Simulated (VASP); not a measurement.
# MgTl (Pm-3m) in VASP: notebook

MgTl is run at these levels: LDA; tasks: electric field gradients.

All numbers are computed with VASP 6.6.1; they aren't measurements. Logs are shortened: lines on timing, memory, paths and dates and some standing lists are left out, and cuts for length are marked.

## (1) The cell of the first run

The structure is cubic, space group Pm-3m (No. 221). The conventional cell has a = 3.561 Å, b = 3.561 Å, c = 3.561 Å, α = 90.00°, β = 90.00°, γ = 90.00°. Within 4.1 Å of Mg (site symmetry m-3m) lie 8 Tl at 3.08 Å and 6 Mg at 3.56 Å. Within 4.1 Å of Tl (site symmetry m-3m) lie 8 Mg at 3.08 Å and 6 Tl at 3.56 Å.

## (2) Electric field gradients, LDA (22.57 Å³/atom)

File INCAR:

```
SYSTEM = MgTl
ALGO = Normal
EDIFF = 1E-8
ENCUT = 520
GGA = CA
ISIF = 2
ISMEAR = -1
LASPH = .TRUE.
LCHARG = .FALSE.
LEFG = .TRUE.
LREAL = .FALSE.
LWAVE = .FALSE.
NBANDS = 14
NELM = 80
PREC = Accurate
SIGMA = 0.05
```

File KPOINTS:

```
k-points
0
G
  9 9 9
  0 0 0
```

File POSCAR:

```
MgTl
1.0
    3.5607955052      0.0000000000      0.0000000000
    0.0000000000      3.5607955052      0.0000000000
    0.0000000000      0.0000000000      3.5607955052
Mg Tl
1 1
Direct
    0.0000000000      0.0000000000      0.0000000000
    0.5000000000      0.5000000000      0.5000000000
```

Potentials or basis: VASP PAW LDA potentials, release 64 (Mg, Tl_d).

Started as:

```bash
> cat potpaw_LDA.64/Mg/POTCAR potpaw_LDA.64/Tl_d/POTCAR > POTCAR
> mpirun -np 1 vasp_std > vasp.out
```

OUTCAR:

```text
SYSTEM = MgTl
   EDIFF = 1E-8
   ENCUT = 520
   GGA = CA
   ISIF = 2
   ISMEAR = -1
   LASPH = .TRUE.
   LREAL = .FALSE.
   NELM = 80
   PREC = Accurate

 ion  position               nearest neighbor table
   1  0.000  0.000  0.000-   2 3.08   2 3.08   2 3.08   2 3.08   2 3.08   2 3.08   2 3.08   2 3.08

   2  0.500  0.500  0.500-   1 3.08   1 3.08   1 3.08   1 3.08   1 3.08   1 3.08   1 3.08   1 3.08

  LATTYP: Found a simple cubic cell.
 ALAT       =     3.5607955052

  Lattice vectors:

 A1 = (   3.5607955052,   0.0000000000,   0.0000000000)
 A2 = (   0.0000000000,   3.5607955052,   0.0000000000)
 A3 = (   0.0000000000,   0.0000000000,   3.5607955052)

Analysis of symmetry for initial positions (statically):
=====================================================================
 Subroutine PRICEL returns:
 Original cell was already a primitive cell.

 Routine SETGRP: Setting up the symmetry group for a
 simple cubic supercell.

 Subroutine GETGRP returns: Found 48 space group operations
 (whereof 48 operations were pure point group operations)
 out of a pool of 48 trial point group operations.

The static configuration has the point symmetry O_h .

Analysis of symmetry for dynamics (positions and initial velocities):
=====================================================================
 Subroutine PRICEL returns:
 Original cell was already a primitive cell.

 Routine SETGRP: Setting up the symmetry group for a
 simple cubic supercell.

 Subroutine GETGRP returns: Found 48 space group operations
 (whereof 48 operations were pure point group operations)
 out of a pool of 48 trial point group operations.

The dynamic configuration has the point symmetry O_h .

 Subroutine INISYM returns: Found 48 space group operations
 (whereof 48 operations are pure point group operations),
 and found     1 'primitive' translations

----------------------------------------------------------------------------------------

                                     Primitive cell

  volume of cell :      45.1483

  direct lattice vectors                    reciprocal lattice vectors
     3.560795505  0.000000000  0.000000000     0.280836122  0.000000000  0.000000000
     0.000000000  3.560795505  0.000000000     0.000000000  0.280836122  0.000000000
     0.000000000  0.000000000  3.560795505     0.000000000  0.000000000  0.280836122

  length of vectors
     3.560795505  3.560795505  3.560795505     0.280836122  0.280836122  0.280836122

  position of ions in fractional coordinates (direct lattice)
     0.000000000  0.000000000  0.000000000
     0.500000000  0.500000000  0.500000000

  ion indices of the primitive-cell ions
   primitive index   ion index
                 1           1
                 2           2

----------------------------------------------------------------------------------------

 KPOINTS: k-points

Automatic generation of k-mesh.
 Grid dimensions read from file:
 generate k-points for:    9    9    9

 Generating k-lattice:

  Cartesian coordinates                     Fractional coordinates (reciprocal lattice)
     0.031204014  0.000000000  0.000000000     0.111111111  0.000000000  0.000000000
     0.000000000  0.031204014  0.000000000     0.000000000  0.111111111  0.000000000
     0.000000000  0.000000000  0.031204014     0.000000000  0.000000000  0.111111111

  Length of vectors
     0.031204014  0.031204014  0.031204014

  Shift w.r.t. Gamma in fractional coordinates (k-lattice)
     0.000000000  0.000000000  0.000000000

 Subroutine IBZKPT returns following result:
 ===========================================

 Found     35 irreducible k-points:

 Following reciprocal coordinates:
            Coordinates               Weight
  0.000000  0.000000  0.000000      1.000000
  0.111111  0.000000  0.000000      6.000000
  0.222222  0.000000  0.000000      6.000000
  0.333333  0.000000  0.000000      6.000000
  0.444444  0.000000  0.000000      6.000000
  0.111111  0.111111  0.000000     12.000000
[... 16 lines left out ...]
  0.333333  0.333333  0.111111     24.000000
  0.444444  0.333333  0.111111     48.000000
 [... further k-points ...]
   k-points           NKPTS =     35   k-points in BZ     NKDIM =     35   number of bands    NBANDS=     14
   number of dos      NEDOS =    301   number of ions     NIONS =      2
   total plane-waves  NPLWV =  21952
   dimension x,y,z NGX =    28 NGY =   28 NGZ =   28
   dimension x,y,z NGXF=    56 NGYF=   56 NGZF=   56
   ions per type =               1   1
   NGX,Y,Z   is equivalent  to a cutoff of  13.07, 13.07, 13.07 a.u.
   NGXF,Y,Z  is equivalent  to a cutoff of  26.15, 26.15, 26.15 a.u.
 SYSTEM =  MgTl
   PREC   = accura    normal or accurate (medium, high low for compatibility)
   ISTART =      0    job   : 0-new  1-cont  2-samecut
   ICHARG =      2    charge: 1-file 2-atom 10-const
   ISPIN  =      1    spin polarized calculation?
   LNONCOLLINEAR =      F non collinear calculations
   LSORBIT =      F    spin-orbit coupling
   LASPH  =      T    aspherical Exc in radial PAW
   ENCUT  =  520.0 eV  38.22 Ry    6.18 a.u.   6.62  6.62  6.62*2*pi/ulx,y,z
   NELM   =     80;   NELMIN=  2; NELMDL= -5     # of ELM steps
   EDIFF  = 0.1E-07   stopping-criterion for ELM
   LREAL  =      F    real-space projection
   EDIFFG = 0.1E-06   stopping-criterion for IOM
   NSW    =      0    number of steps for IOM
   IBRION =     -1    ionic relax: 0-MD 1-quasi-New 2-CG
   NFREE  =      0    steps in history (QN), initial steepest desc. (CG)
   ISIF   =      2    stress and relaxation
   ISYM   =      2    0-nonsym 1-usesym 2-fastsym
   POTIM  = 0.5000    time-step for ionic-motion
   TEBEG  =    0.0;   TEEND  =   0.0 temperature during run
   PSTRESS=    0.0 pullay stress
   NELECT =      15.0000    total number of electrons
   NUPDOWN=      -1.0000    fix difference up-down
   EMIN   =  10.00;   EMAX   =-10.00  energy-range for DOS
   EFERMI =   0.00;   METHOD = LEGACY
   ISMEAR =    -1;   SIGMA  =   0.05  broadening in eV -4-tet -1-fermi 0-gaus
   EFERMI_NEDOS =   21; number of points for ismear=-14 and -15
   IALGO  =     38    algorithm
   IMIX   =      4    mixing-type and parameters
     AMIX     =   0.40;   BMIX     =  1.00
     AMIX_MAG =   1.60;   BMIX_MAG =  1.00
  volume/ion in A,a.u.               =      22.57       152.34
  Fermi-wavevector in a.u.,A,eV,Ry     =   1.133857  2.142679 17.492076  1.285631
  Thomas-Fermi vector in A             =   2.270560
   LORBIT       =      0    0 simple, 1 ext, 2 COOP (PROOUT), +10 PAW based schemes
   GGA     = CA    functional components
   LHFCALC =     F    Hartree Fock is set to
   AEXX    =    0.0000 exact exchange contribution
   IVDW    =     0    specifies the selected vdW correction
   LEPSILON=     F    determine dielectric tensor
   LRPA    =     F    only Hartree local field effects (RPA)
 non-spin polarized calculation
  energy-cutoff  :      520.00
  volume of cell :       45.15
 maximum number of plane-waves:      1237
 NGX is ok and might be reduce to    28
   NGX = 13   NGY = 13   NGZ = 13

 number of electron      15.0000004 magnetization

 Free energy of the ion-electron system (eV)
  ---------------------------------------------------
  ext. energy  EPLUGINS =         0.00000000
  ---------------------------------------------------
  free energy    TOTEN  =        -5.07873547 eV

  energy without entropy =       -5.06973778  energy(sigma->0) =       -5.07423662

 E-fermi :   6.0051     XC(G=0): -10.2478

 val. band max:        5.9706403887   @ k =   0.4444   0.3333   0.3333
 cond. band min:       6.0277644238   @ k =   0.2222   0.2222   0.2222
 fundamental gap:      0.0571240351
 Fermi energy:         6.0050517205

 k-point     1 :       0.0000    0.0000    0.0000
  band No.  band energies     occupation
      1      -5.9781      2.00000
      2      -5.9781      2.00000
      3      -5.5587      2.00000
      4      -5.5587      2.00000
      5      -5.5587      2.00000
      6      -4.0585      2.00000
      7       8.4059      0.00000
      8       8.4059      0.00000
      9       8.4059      0.00000
     10       9.8109      0.00000
     11      11.4056      0.00000
     12      11.4056      0.00000
     13      20.1830      0.00000
     14      20.1833      0.00000
[... 377 lines left out ...]
      1      -5.9116      2.00000
      2      -5.7692      2.00000
      3      -5.7217      2.00000
      4      -5.6816      2.00000
      5      -5.4374      2.00000
      6      -0.5098      2.00000
      7       2.6617      2.00000
      8       4.8583      2.00000
      9       7.5636      0.00000
     10      10.4655      0.00000
     11      12.2735      0.00000
     12      14.4913      0.00000
     13      15.1172      0.00000
     14      17.0999      0.00000

 [... further k-points ...]

------------------------ aborting loop because EDIFF is reached ----------------------------------------

  FORCE on cell =-STRESS in cart. coord.  units (eV):
  Direction    XX          YY          ZZ          XY          YZ          ZX
  --------------------------------------------------------------------------------------
  -------------------------------------------------------------------------------------
  Total       -0.0605309     -0.0605309     -0.0605309      0.0000000      0.0000000     -0.0000000
  in kB       -2.1480609     -2.1480609     -2.1480609      0.0000000      0.0000000     -0.0000000
  external PRESSURE =      -2.1480609 kB  Pullay stress =       0.0000000 kB

 VOLUME and BASIS-vectors are now :
 -----------------------------------------------------------------------------
  energy-cutoff  :      520.00
  volume of cell :       45.15
      direct lattice vectors                 reciprocal lattice vectors
     3.560795505  0.000000000  0.000000000     0.280836122  0.000000000  0.000000000
     0.000000000  3.560795505  0.000000000     0.000000000  0.280836122  0.000000000
     0.000000000  0.000000000  3.560795505     0.000000000  0.000000000  0.280836122

 POSITION                                       TOTAL-FORCE (eV/Angst)
 -----------------------------------------------------------------------------------
      0.00000      0.00000      0.00000         0.000000      0.000000      0.000000
      1.78040      1.78040      1.78040         0.000000      0.000000      0.000000
 -----------------------------------------------------------------------------------
    total drift:                                0.000000      0.000000      0.000000

  FREE ENERGIE OF THE ION-ELECTRON SYSTEM (eV)
  ---------------------------------------------------
  free  energy   TOTEN  =        -5.0787354672 eV

  energy  without entropy=       -5.0697377802  energy(sigma->0) =       -5.07423662

 Electric field gradients (V/A^2)
---------------------------------------------------------------------
 ion       V_xx      V_yy      V_zz      V_xy      V_xz      V_yz
---------------------------------------------------------------------
   1       0.000    -0.000     0.000     0.000     0.000     0.000
   2       0.000     0.000    -0.000    -0.000    -0.000    -0.000
---------------------------------------------------------------------

 Electric field gradients after diagonalization (V/A^2)
 (convention: |V_zz| > |V_xx| > |V_yy|)
----------------------------------------------------------------------
 ion       V_xx      V_yy      V_zz     asymmetry (V_yy - V_xx)/ V_zz
----------------------------------------------------------------------
   1       0.000    -0.000     0.000      -0.931
   2       0.000     0.000    -0.000       0.289
----------------------------------------------------------------------

           NMR quadrupolar parameters

 Cq : quadrupolar parameter    Cq=e*Q*V_zz/h
 eta: asymmetry parameters     (V_yy - V_xx)/ V_zz
 Q  : nuclear electric quadrupole moment in mb (millibarn)
----------------------------------------------------------------------
 ion       Cq(MHz)       eta       Q (mb)
----------------------------------------------------------------------
   1       0.000      -0.931       1.000
   2      -0.000       0.289       1.000
----------------------------------------------------------------------
```

Run time: 25 s. Hardware: 1 thread of Intel Xeon 8259CL, shared host; peak memory 0.15 GiB.

What came out:

| Item | Value |
| --- | --- |
| Free energy | -5.0787 eV |
| Pressure | -0.2 GPa |
| Band gap on the k mesh | zero (an odd number of electrons rules out a gap without spin polarisation) |
| Largest electric field gradient by atom | zero within the noise of the run |

Levels at points of the mesh, in eV from the Fermi level:
| k point | band 5 | band 6 | band 7 | band 8 | band 9 | band 10 |
| --- | --- | --- | --- | --- | --- | --- |
| (0.00, 0.00, 0.00) | -11.56 | -10.06 | 2.40 | 2.40 | 2.40 | 3.81 |

Caveat: spin-orbit coupling is left out, which moves the levels of the heavy elements.

## (3) Electric field gradients, LDA (22.57 Å³/atom)

File INCAR:

```
SYSTEM = MgTl
  PREC = Accurate
  ENCUT = 520
  EDIFF = 1E-8
  ISMEAR = -1
  SIGMA = 0.05
  LREAL = .False.
  LASPH = .True.
  NELM = 60
  ALGO = Normal
  ISIF = 2
  LWAVE = .False.
  LCHARG = .False.
  LEFG = .True.
  NBANDS = 14
```

File KPOINTS:

```
Automatic mesh
0
Gamma
  9 9 9
  0 0 0
```

POSCAR is that of step 2.

Potentials or basis: VASP PAW LDA potentials, release 64 (Mg, Tl_d).

Started as:

```bash
> cat potpaw_LDA.64/Mg/POTCAR potpaw_LDA.64/Tl_d/POTCAR > POTCAR
> mpirun -np 1 vasp_std > vasp.out
```

OUTCAR:

```text
SYSTEM = MgTl
   PREC = Accurate
   ENCUT = 520
   EDIFF = 1E-8
   ISMEAR = -1
   LREAL = .False.
   LASPH = .True.
   NELM = 60
   ISIF = 2

 ion  position               nearest neighbor table
   1  0.000  0.000  0.000-   2 3.08   2 3.08   2 3.08   2 3.08   2 3.08   2 3.08   2 3.08   2 3.08

   2  0.500  0.500  0.500-   1 3.08   1 3.08   1 3.08   1 3.08   1 3.08   1 3.08   1 3.08   1 3.08

  LATTYP: Found a simple cubic cell.
 ALAT       =     3.5607955052

  Lattice vectors:

 A1 = (   3.5607955052,   0.0000000000,   0.0000000000)
 A2 = (   0.0000000000,   3.5607955052,   0.0000000000)
 A3 = (   0.0000000000,   0.0000000000,   3.5607955052)

Analysis of symmetry for initial positions (statically):
=====================================================================
 Subroutine PRICEL returns:
 Original cell was already a primitive cell.

 Routine SETGRP: Setting up the symmetry group for a
 simple cubic supercell.

 Subroutine GETGRP returns: Found 48 space group operations
 (whereof 48 operations were pure point group operations)
 out of a pool of 48 trial point group operations.

The static configuration has the point symmetry O_h .

Analysis of symmetry for dynamics (positions and initial velocities):
=====================================================================
 Subroutine PRICEL returns:
 Original cell was already a primitive cell.

 Routine SETGRP: Setting up the symmetry group for a
 simple cubic supercell.

 Subroutine GETGRP returns: Found 48 space group operations
 (whereof 48 operations were pure point group operations)
[... 553 lines left out ...]
      4      -5.6816      2.00000
      5      -5.4374      2.00000
      6      -0.5098      2.00000
      7       2.6617      2.00000
      8       4.8583      2.00000
      9       7.5636      0.00000
     10      10.4655      0.00000
     11      12.2735      0.00000
     12      14.4913      0.00000
     13      15.1172      0.00000
     14      17.0999      0.00000

 [... further k-points ...]

------------------------ aborting loop because EDIFF is reached ----------------------------------------

  FORCE on cell =-STRESS in cart. coord.  units (eV):
  Direction    XX          YY          ZZ          XY          YZ          ZX
  --------------------------------------------------------------------------------------
  -------------------------------------------------------------------------------------
  Total       -0.0605309     -0.0605309     -0.0605309      0.0000000      0.0000000     -0.0000000
  in kB       -2.1480609     -2.1480609     -2.1480609      0.0000000      0.0000000     -0.0000000
  external PRESSURE =      -2.1480609 kB  Pullay stress =       0.0000000 kB

 VOLUME and BASIS-vectors are now :
 -----------------------------------------------------------------------------
  energy-cutoff  :      520.00
  volume of cell :       45.15
      direct lattice vectors                 reciprocal lattice vectors
     3.560795505  0.000000000  0.000000000     0.280836122  0.000000000  0.000000000
     0.000000000  3.560795505  0.000000000     0.000000000  0.280836122  0.000000000
     0.000000000  0.000000000  3.560795505     0.000000000  0.000000000  0.280836122

 POSITION                                       TOTAL-FORCE (eV/Angst)
 -----------------------------------------------------------------------------------
      0.00000      0.00000      0.00000         0.000000      0.000000      0.000000
      1.78040      1.78040      1.78040         0.000000      0.000000      0.000000
 -----------------------------------------------------------------------------------
    total drift:                                0.000000      0.000000      0.000000

  FREE ENERGIE OF THE ION-ELECTRON SYSTEM (eV)
  ---------------------------------------------------
  free  energy   TOTEN  =        -5.0787354672 eV

  energy  without entropy=       -5.0697377802  energy(sigma->0) =       -5.07423662

 Electric field gradients (V/A^2)
---------------------------------------------------------------------
 ion       V_xx      V_yy      V_zz      V_xy      V_xz      V_yz
---------------------------------------------------------------------
   1       0.000    -0.000     0.000     0.000     0.000     0.000
   2       0.000     0.000    -0.000    -0.000    -0.000    -0.000
---------------------------------------------------------------------

 Electric field gradients after diagonalization (V/A^2)
 (convention: |V_zz| > |V_xx| > |V_yy|)
----------------------------------------------------------------------
 ion       V_xx      V_yy      V_zz     asymmetry (V_yy - V_xx)/ V_zz
----------------------------------------------------------------------
   1       0.000    -0.000     0.000      -0.931
   2       0.000     0.000    -0.000       0.289
----------------------------------------------------------------------

           NMR quadrupolar parameters

 Cq : quadrupolar parameter    Cq=e*Q*V_zz/h
 eta: asymmetry parameters     (V_yy - V_xx)/ V_zz
 Q  : nuclear electric quadrupole moment in mb (millibarn)
----------------------------------------------------------------------
 ion       Cq(MHz)       eta       Q (mb)
----------------------------------------------------------------------
   1       0.000      -0.931       1.000
   2      -0.000       0.289       1.000
----------------------------------------------------------------------
```

OSZICAR:

```text
N       E                     dE             d eps       ncg     rms          rms(c)
DAV:   1     0.563949377563E+02    0.56395E+02   -0.73202E+03  1052   0.907E+02
DAV:   2    -0.420615598062E+01   -0.60601E+02   -0.58322E+02  1124   0.200E+02
DAV:   3    -0.519202282423E+01   -0.98587E+00   -0.98340E+00  1256   0.225E+01
DAV:   4    -0.519667017769E+01   -0.46474E-02   -0.46470E-02  1166   0.178E+00
DAV:   5    -0.519672747822E+01   -0.57301E-04   -0.57300E-04  1286   0.190E-01    0.293E+00
DAV:   6    -0.511350583761E+01    0.83222E-01   -0.72776E-02  1136   0.232E+00    0.196E+00
DAV:   7    -0.508058259826E+01    0.32923E-01   -0.36547E-02  1154   0.156E+00    0.693E-01
DAV:   8    -0.507879142381E+01    0.17912E-02   -0.31852E-03  1262   0.397E-01    0.539E-02
DAV:   9    -0.507873999443E+01    0.51429E-04   -0.19892E-04  1142   0.841E-02    0.234E-02
DAV:  10    -0.507873554230E+01    0.44521E-05   -0.57315E-06  1262   0.155E-02    0.563E-03
DAV:  11    -0.507873549154E+01    0.50758E-07   -0.30220E-07  1216   0.388E-03    0.784E-04
DAV:  12    -0.507873546750E+01    0.24045E-07   -0.75839E-08  1220   0.221E-03    0.233E-04
DAV:  13    -0.507873546723E+01    0.27035E-09   -0.11799E-09   694   0.242E-04
   1 F= -.50787355E+01 E0= -.50742366E+01  d E =-.899769E-02
```

Wall time 26 s (1 thread of Intel Xeon 8259CL, shared host); peak memory 0.15 GiB.

Results:

```yaml
Free_energy: -5.0787 eV
Pressure: -0.2 GPa
Band_gap_on_the_k_mesh: zero (an odd number of electrons rules out a gap without spin polarisation)
Largest_electric_field_gradient_by_atom: zero within the noise of the run
```

Caveat: spin-orbit coupling is left out, which moves the levels of the heavy elements.

(Part 1 of 2 ends here.)
